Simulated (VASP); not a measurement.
# CuO (P6_3/mmc) in VASP: a series of runs

Runs on CuO. Level: LDA+U. Tasks: single point.

Everything below comes from runs of VASP 6.6.1. Logs are shortened: lines on timing, memory, paths and dates and some standing lists are left out, and cuts for length are marked.

### Step 1. The cell of the first run

The structure is hexagonal, space group P6_3/mmc (No. 194). The conventional cell has a = 3.180 Å, b = 3.180 Å, c = 4.431 Å, α = 90.00°, β = 90.00°, γ = 120.00°. Cu (site symmetry -3m) has 6 O at 2.14 Å and 2 Cu at 2.22 Å within 2.8 Å. O (site symmetry -6m2) has 6 Cu at 2.14 Å and 6 O at 2.88 Å within 2.9 Å.

### Step 2. Single point, LDA+U, collinear spin

Input file INCAR:

```
ALGO = Normal
EDIFF = 1E-6
ENCUT = 600
GGA = CA
GGA_COMPAT = False
ISIF = 2
ISMEAR = 0
ISPIN = 2
LASPH = True
LCHARG = False
LDAU = True
LDAUJ = 0 0
LDAUL = 2 -1
LDAUPRINT = 1
LDAUTYPE = 2
LDAUU = 8 0
LMAXMIX = 4
LORBIT = 11
LREAL = False
LWAVE = False
MAGMOM = 1 1 1 1 0 0 0 0
NBANDS = 48
NELM = 200
PREC = Accurate
SIGMA = 0.05
```

Input file KPOINTS:

```
k-points
0
Gamma
  7 7 2
```

Input file POSCAR:

```
CuO
1.0
    3.1795331000      0.0000000000      0.0000000000
   -1.5897665500      2.7535564400      0.0000000000
    0.0000000000      0.0000000000      8.8629814600
Cu O
4 4
Direct
    0.0000000000      0.0000000000      0.0000000000
    0.0000000000      0.0000000000      0.2500000000
    0.0000000000      0.0000000000      0.5000000000
    0.0000000000      0.0000000000      0.7500000000
    0.3333333333      0.6666666667      0.1250000000
    0.6666666667      0.3333333333      0.3750000000
    0.3333333333      0.6666666667      0.6250000000
    0.6666666667      0.3333333333      0.8750000000
```

Potentials or basis: VASP PAW LDA potentials, release 64 (Cu, O).

Run with:

```bash
> cat potpaw_LDA.64/Cu/POTCAR potpaw_LDA.64/O/POTCAR > POTCAR
> mpirun -np 1 vasp_std > vasp.out
```

OUTCAR:

```text
EDIFF = 1E-6
   ENCUT = 600
   GGA = CA
   ISIF = 2
   ISMEAR = 0
   ISPIN = 2
   LASPH = True
   LORBIT = 11
   LREAL = False
   NELM = 200
   PREC = Accurate

 ion  position               nearest neighbor table
   1  0.000  0.000  0.000-   5 2.14   8 2.14   8 2.14   5 2.14   8 2.14   5 2.14   2 2.22   4 2.22

   2  0.000  0.000  0.250-   5 2.14   6 2.14   6 2.14   5 2.14   6 2.14   5 2.14   1 2.22   3 2.22

   3  0.000  0.000  0.500-   6 2.14   7 2.14   6 2.14   7 2.14   6 2.14   7 2.14   2 2.22   4 2.22
[... 14 lines left out ...]
 A1 = (   3.1795331000,   0.0000000000,   0.0000000000)
 A2 = (  -1.5897665500,   2.7535564400,   0.0000000000)
 A3 = (   0.0000000000,   0.0000000000,   8.8629814600)

Analysis of symmetry for initial positions (statically):
=====================================================================
 Subroutine PRICEL returns following result:

  LATTYP: Found a hexagonal cell.
 ALAT       =     3.1795331000
 C/A-ratio  =     1.3937551806
[... 12 lines left out ...]
 Subroutine GETGRP returns: Found 24 space group operations
 (whereof 12 operations were pure point group operations)
 out of a pool of 24 trial point group operations.

The static configuration has the point symmetry D_3d.
 The point group associated with its full space group is D_6h.

Analysis of symmetry for dynamics (positions and initial velocities):
=====================================================================
 Subroutine PRICEL returns following result:

  LATTYP: Found a hexagonal cell.
 ALAT       =     3.1795331000
 C/A-ratio  =     1.3937551806
[... 12 lines left out ...]
 Subroutine GETGRP returns: Found 24 space group operations
 (whereof 12 operations were pure point group operations)
 out of a pool of 24 trial point group operations.

The dynamic configuration has the point symmetry D_3d.
 The point group associated with its full space group is D_6h.

Analysis of structural, dynamic, and magnetic symmetry:
=====================================================================
 Subroutine PRICEL returns following result:

  LATTYP: Found a hexagonal cell.
 ALAT       =     3.1795331000
 C/A-ratio  =     1.3937551806
[... 12 lines left out ...]
 Subroutine GETGRP returns: Found 24 space group operations
 (whereof 12 operations were pure point group operations)
 out of a pool of 24 trial point group operations.

The overall configuration has the point symmetry D_3d.
 The point group associated with its full space group is D_6h.

 Subroutine INISYM returns: Found 24 space group operations
[... 270 lines left out ...]
  ---------------------------------------------------
  ext. energy  EPLUGINS =         0.00000000
  ---------------------------------------------------
  free energy    TOTEN  =       -33.89785670 eV

  energy without entropy =      -33.89021862  energy(sigma->0) =      -33.89403766

 E-fermi :   4.3664     XC(G=0): -12.6754

 val. band max:        4.2779532576   @ k =   0.4286   0.1429   0.5000
 cond. band min:       4.3718403170   @ k =   0.2857   0.1429   0.5000
 fundamental gap:      0.0938870594
 Fermi energy:         4.3664422676

 spin component 1

 k-point     1 :       0.0000    0.0000    0.0000
  band No.  band energies     occupation
      1     -14.1517      1.00000
      2     -13.4459      1.00000
      3     -13.4459      1.00000
      4     -12.6088      1.00000
      5      -2.2166      1.00000
      6      -2.2166      1.00000
[... 773 lines left out ...]
     45      16.7635      0.00000
     46      16.7635      0.00000
 Fermi energy:         4.3664422676

 spin component 2

 k-point     1 :       0.0000    0.0000    0.0000
  band No.  band energies     occupation
      1     -13.4100      1.00000
      2     -12.6540      1.00000
      3     -12.6540      1.00000
      4     -11.7429      1.00000
      5      -1.6073      1.00000
      6      -1.3012      1.00000
[... 773 lines left out ...]
     45      17.0776      0.00000
     46      17.0776      0.00000
 [bands above 46 left out]

------------------------ aborting loop because EDIFF is reached ----------------------------------------

  FORCE on cell =-STRESS in cart. coord.  units (eV):
  Direction    XX          YY          ZZ          XY          YZ          ZX
  --------------------------------------------------------------------------------------
  -------------------------------------------------------------------------------------
  Total      -14.0982072    -14.0982072      4.2606695     -0.0000000      0.0000000      0.0000000
  in kB     -291.0967098   -291.0967105     87.9733758     -0.0000000      0.0000000      0.0000000
  external PRESSURE =    -164.7400148 kB  Pullay stress =       0.0000000 kB

 VOLUME and BASIS-vectors are now :
 -----------------------------------------------------------------------------
  energy-cutoff  :      600.00
  volume of cell :       77.60
      direct lattice vectors                 reciprocal lattice vectors
     3.179533100  0.000000000  0.000000000     0.314511587  0.181583349  0.000000000
    -1.589766550  2.753556440  0.000000000     0.000000000  0.363166698  0.000000000
     0.000000000  0.000000000  8.862981460     0.000000000  0.000000000  0.112828849

 POSITION                                       TOTAL-FORCE (eV/Angst)
 -----------------------------------------------------------------------------------
      0.00000      0.00000      0.00000        -0.000000     -0.000000      0.000000
      0.00000      0.00000      2.21575        -0.000000     -0.000000      0.000000
      0.00000      0.00000      4.43149        -0.000000      0.000000      0.000000
      0.00000      0.00000      6.64724        -0.000000     -0.000000      0.000000
     -0.00000      1.83570      1.10787        -0.000000     -0.000000     -0.000000
      1.58977      0.91785      3.32362         0.000000      0.000000      0.000000
     -0.00000      1.83570      5.53936         0.000000     -0.000000     -0.000000
      1.58977      0.91785      7.75511        -0.000000      0.000000      0.000000
 -----------------------------------------------------------------------------------
    total drift:                               -0.000000      0.000000      0.000000

  FREE ENERGIE OF THE ION-ELECTRON SYSTEM (eV)
  ---------------------------------------------------
  free  energy   TOTEN  =       -33.8978567021 eV

  energy  without entropy=      -33.8902186176  energy(sigma->0) =      -33.89403766

 total charge

# of ion       s       p       d       tot
------------------------------------------
    1        0.324   0.343   9.393  10.059
    2        0.324   0.343   9.393  10.059
    3        0.324   0.343   9.393  10.059
    4        0.324   0.343   9.393  10.059
    5        1.563   3.270   0.000   4.833
    6        1.563   3.270   0.000   4.833
    7        1.563   3.270   0.000   4.833
    8        1.563   3.270   0.000   4.833
--------------------------------------------------
tot          7.547  14.451  37.572  59.570

 magnetization (x)

# of ion       s       p       d       tot
------------------------------------------
    1       -0.013  -0.003   0.444   0.427
    2       -0.013  -0.003   0.444   0.427
    3       -0.013  -0.003   0.444   0.427
    4       -0.013  -0.003   0.444   0.427
    5        0.008   0.502   0.000   0.509
    6        0.008   0.502   0.000   0.509
    7        0.008   0.502   0.000   0.509
    8        0.008   0.502   0.000   0.509
--------------------------------------------------
tot         -0.021   1.993   1.774   3.746
```

stdout:

```text
POSCAR found type information on POSCAR CuO
 POSCAR found :  2 types and       8 ions
 scaLAPACK will be used
 LDA part: xc-table for (Slater(with rela. corr.)+CA(PZ))
 , standard interpolation
 POSCAR, INCAR and KPOINTS ok, starting setup
 FFT: planning ... GRIDC
 FFT: planning ... GRID_SOFT
 FFT: planning ... GRID
 WAVECAR not read
 entering main loop
```

It took 4.5 min on 1 thread of Oxide Virtual Turin-like, shared host; peak memory 0.22 GiB.

Results:

| Item | Value |
| --- | --- |
| Free energy | -33.8979 eV |
| Pressure | -16.5 GPa |
| Band gap on the k mesh | zero (filled and empty bands overlap) |
| Net moment | 4.00 μB per cell |
| Site moments | Cu +0.43; O +0.51 μB |
| Valence electrons inside the program's atomic spheres | Cu 10.06; O 4.83 |

Stress tensor (GPa, compression positive):
```
-29.11   0.00   0.00
  0.00 -29.11   0.00
  0.00   0.00   8.80
```

Levels at points of the mesh, in eV from the Fermi level:
Spin up:
```csv
k point,band 32,band 33,band 34,band 35,band 36,band 37,band 38,band 39,band 40,band 41
"(0.00, 0.00, 0.00)",-0.90,-0.90,-0.90,-0.27,-0.27,2.26,4.86,4.86,6.06,11.83
"(0.00, 0.00, 0.50)",-1.63,-0.43,-0.43,-0.43,-0.43,3.27,3.27,5.86,5.86,12.36
```
Spin down:
| k point | band 30 | band 31 | band 32 | band 33 | band 34 | band 35 |
| --- | --- | --- | --- | --- | --- | --- |
| (0.00, 0.00, 0.00) | -0.38 | 0.55 | 0.55 | 0.55 | 0.55 | 1.25 |
| (0.00, 0.00, 0.50) | -0.33 | -0.33 | -0.33 | 1.08 | 1.08 | 1.08 |

Eigenvalues of the final occupation matrices:
| site | spin | trace | eigenvalues |
| --- | --- | --- | --- |
| site 1 d | 1 | 4.93 | 0.97 0.97 0.97 1.01 1.01 |
| site 1 d | 2 | 4.49 | 0.79 0.79 0.97 0.97 0.97 |
| site 2 d | 1 | 4.93 | 0.97 0.97 0.97 1.01 1.01 |
| site 2 d | 2 | 4.49 | 0.79 0.79 0.97 0.97 0.97 |
| site 3 d | 1 | 4.93 | 0.97 0.97 0.97 1.01 1.01 |
| site 3 d | 2 | 4.49 | 0.79 0.79 0.97 0.97 0.97 |
| site 4 d | 1 | 4.93 | 0.97 0.97 0.97 1.01 1.01 |
| site 4 d | 2 | 4.49 | 0.79 0.79 0.97 0.97 0.97 |

Caveat: the stress differs along the axes, from -29 to 9 GPa.

### Step 3. Single point, LDA+U, collinear spin, ferromagnetic start

Input file INCAR:

```
SYSTEM = CuO
PREC = Accurate
ENCUT = 600
EDIFF = 1E-6
ISMEAR = 0
SIGMA = 0.05
LREAL = .FALSE.
LASPH = .TRUE.
NELM = 200
ALGO = Normal
ISIF = 2
LWAVE = .FALSE.
LCHARG = .FALSE.
ISPIN = 2
MAGMOM = 0.4 0.4 0.4 0.4 0.69 0.69 0.69 0.69
LORBIT = 11
NUPDOWN = 4.0
LMAXMIX = 4
LDAU = .TRUE.
LDAUTYPE = 2
LDAUL = 2 -1
LDAUU = 8 0
LDAUJ = 0 0
LDAUPRINT = 1
GGA = CA
NBANDS = 48
GGA_COMPAT = .FALSE.
```

Input file KPOINTS:

```
regular mesh
0
G
  7 7 2
  0 0 0
```

POSCAR is that of step 2.

Potentials or basis: VASP PAW LDA potentials, release 64 (Cu, O).

Run with:

```bash
> cat potpaw_LDA.64/Cu/POTCAR potpaw_LDA.64/O/POTCAR > POTCAR
> mpirun -np 1 vasp_std > vasp.out
```

Run time: 5 min. Hardware: 1 thread of Oxide Virtual Turin-like, shared host; peak memory 0.22 GiB.

It converged, with:

- Free energy: -33.8979 eV
- Pressure: -16.5 GPa
- Net moment: 4.00 μB per cell
- Site moments: Cu +0.43; O +0.51 μB
- Valence electrons inside the program's atomic spheres: Cu 10.06; O 4.83

Stress tensor (GPa, compression positive):
```
-29.16   0.00   0.00
  0.00 -29.16   0.00
  0.00   0.00   8.74
```

Eigenvalues of the final occupation matrices:
```csv
site,spin,trace,eigenvalues
site 1 d,1,4.93,0.97 0.97 0.97 1.01 1.01
site 1 d,2,4.49,0.79 0.79 0.97 0.97 0.97
site 2 d,1,4.93,0.97 0.97 0.97 1.01 1.01
site 2 d,2,4.49,0.79 0.79 0.97 0.97 0.97
site 3 d,1,4.93,0.97 0.97 0.97 1.01 1.01
site 3 d,2,4.49,0.79 0.79 0.97 0.97 0.97
site 4 d,1,4.93,0.97 0.97 0.97 1.01 1.01
site 4 d,2,4.49,0.79 0.79 0.97 0.97 0.97
```

Caveat: the stress differs along the axes, from -29 to 9 GPa; the total moment is fixed, so each spin has its own Fermi level and the state may be an excited one. The state reached can hang on the start; a lower one may exist.

### Step 4. Single point, LDA+U, collinear spin, ferromagnetic start

Input file INCAR:

```
SYSTEM = CuO
PREC = Accurate
ENCUT = 600
EDIFF = 1E-6
ISMEAR = 0
SIGMA = 0.05
LREAL = .False.
LASPH = .True.
NELM = 200
ALGO = Normal
ISIF = 2
LWAVE = .False.
LCHARG = .False.
ISPIN = 2
MAGMOM = 0.43 0.43 0.43 0.43 0.74 0.74 0.74 0.74
LORBIT = 11
NUPDOWN = 4.4
LMAXMIX = 4
LDAU = .True.
LDAUTYPE = 2
LDAUL = 2 -1
LDAUU = 8 0
LDAUJ = 0 0
LDAUPRINT = 1
NBANDS = 48
GGA_COMPAT = .False.
```

Input file KPOINTS:

```
Automatic mesh
0
Gamma
  7 7 2
  0 0 0
```

POSCAR is that of step 3.

Run with:

```bash
> cat potpaw_LDA.64/Cu/POTCAR potpaw_LDA.64/O/POTCAR > POTCAR
> mpirun -np 1 vasp_std > vasp.out
```

Run time: 4.8 min. Hardware: 1 thread of Oxide Virtual Turin-like, shared host; peak memory 0.23 GiB.

Results (log left out):

- Free energy: -33.1744 eV
- Pressure: -14.1 GPa
- Net moment: 4.40 μB per cell
- Site moments: Cu +0.47; O +0.55 μB
- Valence electrons inside the program's atomic spheres: Cu 10.06; O 4.83

Stress tensor (GPa, compression positive):
```
-26.71   0.00   0.00
  0.00 -26.71   0.00
  0.00   0.00  11.11
```

Eigenvalues of the final occupation matrices:
```csv
site,spin,trace,eigenvalues
site 1 d,1,4.93,0.97 0.97 0.97 1.01 1.01
site 1 d,2,4.47,0.78 0.78 0.97 0.97 0.97
site 2 d,1,4.93,0.97 0.97 0.97 1.01 1.01
site 2 d,2,4.47,0.78 0.78 0.97 0.97 0.97
site 3 d,1,4.93,0.97 0.97 0.97 1.01 1.01
site 3 d,2,4.47,0.78 0.78 0.97 0.97 0.97
site 4 d,1,4.93,0.97 0.97 0.97 1.01 1.01
site 4 d,2,4.47,0.78 0.78 0.97 0.97 0.97
```

Caveat: the stress differs along the axes, from -27 to 11 GPa; the total moment is fixed, so each spin has its own Fermi level and the state may be an excited one. The state reached can hang on the start; a lower one may exist.

### Step 5. Single point, LDA+U, collinear spin, zero start

Input file INCAR:

```
ALGO = Normal
EDIFF = 1E-6
ENCUT = 600
GGA = CA
GGA_COMPAT = F
ISIF = 2
ISMEAR = 0
ISPIN = 2
LASPH = T
LCHARG = T
LDAU = T
LDAUJ = 0 0
LDAUL = 2 -1
LDAUPRINT = 1
LDAUTYPE = 2
LDAUU = 8 0
LELF = T
LMAXMIX = 4
LORBIT = 11
LREAL = F
LVHAR = T
LWAVE = F
MAGMOM = 0 0 0 0 0 0 0 0
NBANDS = 48
NELM = 200
NUPDOWN = 0.0
PREC = Accurate
SIGMA = 0.05
```

Input file KPOINTS:

```
k-points
0
Gamma
  7 7 2
```

POSCAR is that of step 4.

Run with:

```bash
> cat potpaw_LDA.64/Cu/POTCAR potpaw_LDA.64/O/POTCAR > POTCAR
> mpirun -np 1 vasp_std > vasp.out
```

Run time: 3.5 min. Hardware: 1 thread of Oxide Virtual Turin-like, shared host; peak memory 0.22 GiB.

It converged, with:

```yaml
Free_energy: -33.5598 eV
Pressure: -17.8 GPa
Net_moment: 0.00 μB per cell
Valence_electrons_inside_the_program's_atomic_spheres: Cu 10.09; O 4.82
```

Stress tensor (GPa, compression positive):
```
-29.90   0.00   0.00
  0.00 -29.90   0.00
  0.00   0.00   6.41
```

Eigenvalues of the final occupation matrices:
```csv
site,spin,trace,eigenvalues
site 1 d,1,4.73,0.91 0.91 0.97 0.97 0.97
site 1 d,2,4.73,0.91 0.91 0.97 0.97 0.97
site 2 d,1,4.73,0.91 0.91 0.97 0.97 0.97
site 2 d,2,4.73,0.91 0.91 0.97 0.97 0.97
site 3 d,1,4.73,0.91 0.91 0.97 0.97 0.97
site 3 d,2,4.73,0.91 0.91 0.97 0.97 0.97
site 4 d,1,4.73,0.91 0.91 0.97 0.97 0.97
site 4 d,2,4.73,0.91 0.91 0.97 0.97 0.97
```

Caveat: the stress differs along the axes, from -30 to 6 GPa; the total moment is fixed, so each spin has its own Fermi level.

### Step 6. The runs side by side

```csv
spin,fixed moment (μB),pressure (GPa),moment (μB)
collinear,-,-16.5,4.00
"collinear, ferromagnetic start",4.0,-16.5,4.00
"collinear, ferromagnetic start",4.4,-14.1,4.40
"collinear, zero start",0.0,-17.8,0.00
```

Alike in all rows: task single point; level LDA+U; potentials or basis VASP PAW LDA potentials, release 64 (Cu, O); Cu d U = 8.0 eV; cell as given; k mesh 7 × 7 × 2; cutoff (eV) 600; smearing gaussian 0.05 eV.

Caveats: the stress differs along the axes, from -29 to 9 GPa (at least some runs); the total moment is fixed, so each spin has its own Fermi level and the state may be an excited one (at least some runs); the stress differs along the axes, from -27 to 11 GPa (at least some runs); the stress differs along the axes, from -30 to 6 GPa (at least some runs); the total moment is fixed, so each spin has its own Fermi level (at least some runs).

Absolute energies hang on the potentials; compare differences alone.

The gap in the log of VASP goes by the Fermi energy; the results here count the filled bands.